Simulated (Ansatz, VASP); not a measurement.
# BN: VASP beside Ansatz

```
CELL_PARAMETERS angstrom
0.00000 1.96636 1.96636
1.96636 0.00000 1.96636
1.96636 1.96636 0.00000
ATOMIC_POSITIONS crystal
B 0.00000 0.00000 0.00000
N 0.75000 0.75000 0.75000
```

Alike in both runs: task single point; functional PBEsol; k mesh 10 × 10 × 10; occupations gaussian, width 0.02 eV; no spin polarisation.

|  | VASP | Ansatz |
| --- | --- | --- |
| version | VASP 6.6.1 | Ansatz 0.2.0 |
| potentials or method | VASP PAW PBE potentials, release 64 (B, N), cutoff 600 eV | scalar-relativistic, plane waves, PAW |
| valence electrons in the cell | 8 | 8 |

VASP gave:

* gap on the k mesh at the Fermi level (eV): 3.98
* least direct gap on the mesh (eV): 6.50
* pressure (GPa): -61.9

**Question.** Estimate Ansatz's values.

**Answer.** gap on the k mesh at the Fermi level (eV): 3.98; least direct gap on the mesh (eV): 6.49; pressure (GPa): -61.7.

VASP's potentials were made for PBE, not for PBEsol. Both programs put the cell under strong tension, so it lies far from rest at this level.

Noted on VASP's run: the cell as given lies far from equilibrium.
